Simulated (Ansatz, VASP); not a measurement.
**One calculation of Sr2HfF3, two programs**

```
CELL_PARAMETERS angstrom
6.70972 0.00000 0.00000
-3.35486 5.81079 0.00000
0.00000 0.00000 3.28770
ATOMIC_POSITIONS crystal
Sr 0.33333 0.66667 0.00000
Sr 0.66667 0.33333 0.00000
Hf 0.00000 0.00000 0.00000
F 0.50000 0.00000 0.50000
F 0.50000 0.50000 0.50000
F 0.00000 0.50000 0.50000
```

Alike in both runs: functional PBE; k mesh 3 × 3 × 6; occupations gaussian, width 0.1 eV; no spin polarisation.

Ansatz relaxed the structure, and its values are those at the end. VASP's run is a single point on that final structure, the one shown.

```csv
,VASP,Ansatz
version,VASP 6.6.1,Ansatz 0.2.0
potentials or method,"VASP PAW PBE potentials, release 64 (Sr_sv, Hf_pv, F), cutoff 520 eV","scalar-relativistic, plane waves, PAW"
valence electrons in the cell,51,67
```

|  | VASP | Ansatz | Ansatz less VASP |
| --- | --- | --- | --- |
| gap on the k mesh at the Fermi level (eV) | none | none | - |
| pressure (GPa) | 0.1 | 0.0 | -0.12 |

A gap of «none» marks a metal or a gap that the smearing closes. VASP's potentials hold 51 valence electrons a cell and Ansatz's 67, so a difference there can come from the potentials and not from the codes.

The k mesh is coarse, so the values compare programs but aren't converged. Spin-orbit coupling is off throughout.
